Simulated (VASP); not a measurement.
Wanted: the native input for a VASP 6.6.1 run.

- Task: single point
- Functional: PBE
- Potentials or basis: VASP PAW PBE potentials, release 64 (Cd, Se)
- Cutoff: 520 eV
- k mesh: 6 × 6 × 4
- Occupations: gaussian, width 0.05 eV
- Spin: no spin polarisation
- Dipole correction: no
- Further INCAR settings: ALGO = Normal; EDIFF = 1e-07; NBANDS = 26

The structure of CdSe lies in POSCAR:

```
CdSe
1.0
    4.2984999142      0.0000000000      0.0000000000
   -2.1492499571      3.7226101239      0.0000000000
    0.0000000000      0.0000000000      7.0152000000
Cd Se
2 2
Direct
    0.6666666667      0.3333333333      0.0000000000
    0.3333333333      0.6666666667      0.5000000000
    0.6666666667      0.3333333333      0.3750000000
    0.3333333333      0.6666666667      0.8750000000
```

These files were run (other wordings do the same):

INCAR

```
PREC = Accurate ; ENCUT = 520
EDIFF = 1E-7 ; ISMEAR = 0
SIGMA = 0.05 ; LREAL = F
LASPH = T ; NELM = 100
ALGO = Normal ; ISIF = 2
LWAVE = F ; LCHARG = T
GGA = PE ; LELF = T
LVHAR = T ; NBANDS = 26
```

KPOINTS

```
Automatic mesh
0
Gamma
  6 6 4
```

Potentials or basis: VASP PAW PBE potentials, release 64 (Cd, Se).

Launch:

```console
$ cat potpaw_PBE.64/Cd/POTCAR potpaw_PBE.64/Se/POTCAR > POTCAR
$ mpirun -np 1 vasp_std > vasp.out
```

Results of the run:

```json
{
 "Pressure": "3.3 GPa",
 "Largest force": "0.020 eV/Å",
 "Band gap on the k mesh": "0.67 eV, direct"
}
```

It took 38 s on 1 thread of Intel(R) Xeon(R) Platinum 8488C (Sapphire Rapids) (shared host), peak memory 0.24 GiB.
